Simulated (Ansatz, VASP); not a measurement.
**Ge in VASP and in Ansatz**

```
CELL_PARAMETERS angstrom
0.00000 2.88535 2.82877
2.88535 0.00000 2.82877
2.88535 2.88535 0.00000
ATOMIC_POSITIONS crystal
Ge 0.50000 0.50000 0.50000
Ge 0.75000 0.75000 0.75000
```

Change from the starting cell: equal xx and yy strain of +2 %.

Alike in both runs: task single point; functional PBE; k mesh 10 × 10 × 10; occupations fermi-dirac, width 0.05 eV; no spin polarisation.

|  | VASP | Ansatz |
| --- | --- | --- |
| version | VASP 6.6.1 | Ansatz 0.2.0 |
| potentials or method | VASP PAW PBE potentials, release 64 (Ge_d), cutoff 520 eV | all-electron LAPW, scalar-relativistic |

```tsv
	VASP	Ansatz	Ansatz less VASP
pressure (GPa)	0.8	0.9	+0.10
traceless stress, the component that is largest in VASP (GPa)	0.86	0.86	0.000
```

Ansatz ran all-electron here, and VASP with PAW potentials.
